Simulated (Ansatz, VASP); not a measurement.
# NiO: VASP beside Ansatz

```
CELL_PARAMETERS angstrom
0.00000 2.12681 2.12681
2.12681 0.00000 2.12681
2.12681 2.12681 0.00000
ATOMIC_POSITIONS crystal
Ni 0.00000 0.00000 0.00000
O 0.50000 0.50000 0.50000
```

Alike in both runs: task single point; functional r2SCAN0; k mesh 6 × 6 × 6; occupations fermi-dirac, width 0.05 eV; collinear spin.

|  | VASP | Ansatz |
| --- | --- | --- |
| version | VASP 6.6.1 | Ansatz 0.2.0 |
| potentials or method | VASP PAW PBE potentials, release 64 (Ni, O) | Ansatz PAW |
| plane-wave cutoff (eV) | 520 | 500 |
| valence electrons in the cell | 16 | 24 |

```tsv
	VASP	Ansatz	Ansatz less VASP
gap on the k mesh at the Fermi level (eV)	4.64	4.56	-0.074
least direct gap on the mesh (eV)	5.82	5.82	-0.003
pressure (GPa)	-11.4	-11.5	-0.09
net moment per atom (μB)	1.00	1.00	0.000
size of the moment on the site where the two differ most (μB)	1.78	1.77	-0.014
```

VASP's potentials were made for PBE, not for r2SCAN0. Site moments also hang on the region over which each program counts them. VASP's potentials hold 16 valence electrons a cell and Ansatz's 24, so a difference there can come from the potentials and not from the codes.

The k mesh is coarse, so the values compare programs but aren't converged. Noted on Ansatz's run: the magnetic or orbital state may not be the lowest.
